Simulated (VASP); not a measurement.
Runs of VASP 6.6.1 on C. The cells are those of the table. 

| cell | gap on the mesh (eV) | pressure (GPa) | largest force (eV/Å) |
| --- | --- | --- | --- |
| a = 3.650, b = 2.465, c = 13.236 Å, angles 98.0, 83.8, 90.0°, 10 atoms | none | 0.0 | 2.61 |
| a = 3.650, b = 2.465, c = 10.002 Å, angles 103.1, 78.3, 90.0°, 10 atoms | none | 3.5 | 1.92 |
| a = 3.650, b = 2.465, c = 10.242 Å, angles 105.1, 75.1, 90.0°, 10 atoms | none | 5.6 | 4.32 |
| a = 3.650, b = 2.465, c = 13.777 Å, angles 102.9, 76.4, 90.0°, 10 atoms | none | (b) | 2.58 |
| a = 3.650, b = 2.465, c = 12.057 Å, angles 98.8, 83.2, 90.0°, 10 atoms | - | -1.3 | 2.42 |
| a = 3.650, b = 2.465, c = 11.745 Å, angles 107.3, 70.8, 90.0°, 10 atoms | - | -6.9 | 3.47 |
| a = 3.650, b = 2.465, c = 13.303 Å, angles 98.9, 82.5, 90.0°, 10 atoms | none | 0.0 | 2.62 |
| a = 3.650, b = 2.465, c = 9.900 Å, angles 102.0, 79.9, 90.0°, 10 atoms | none | (a) | 3.80 |
| a = 3.650, b = 2.465, c = 9.811 Å, angles 100.9, 81.7, 90.0°, 10 atoms | none | -1.5 | 5.26 |
| a = 3.650, b = 2.465, c = 11.442 Å, angles 105.6, 73.5, 90.0°, 10 atoms | - | -4.2 | 3.75 |
| a = 3.650, b = 2.465, c = 10.380 Å, angles 106.1, 73.5, 90.0°, 10 atoms | none | 10.7 | 6.11 |
| a = 3.650, b = 2.465, c = 11.305 Å, angles 104.7, 74.9, 90.0°, 10 atoms | - | (c) | 3.01 |

Alike in all rows: task single point; level PBE+D3(BJ); potentials or basis VASP PAW PBE potentials, release 64 (C); no spin polarisation; k mesh 7 × 11 × 3; cutoff (eV) 520; smearing gaussian 0.05 eV.

Task: Fill in the values left out.

Result: (a) 1.0; (b) -0.1; (c) -2.5.

Caveats: forces of over 1 eV/Å act on the atoms, so gaps and moduli don't describe the material at rest; the cell stands under pressure (at least some runs); the cell stands under tension (at least some runs).

A gap of «none» marks levels without a gap at the run's occupations.
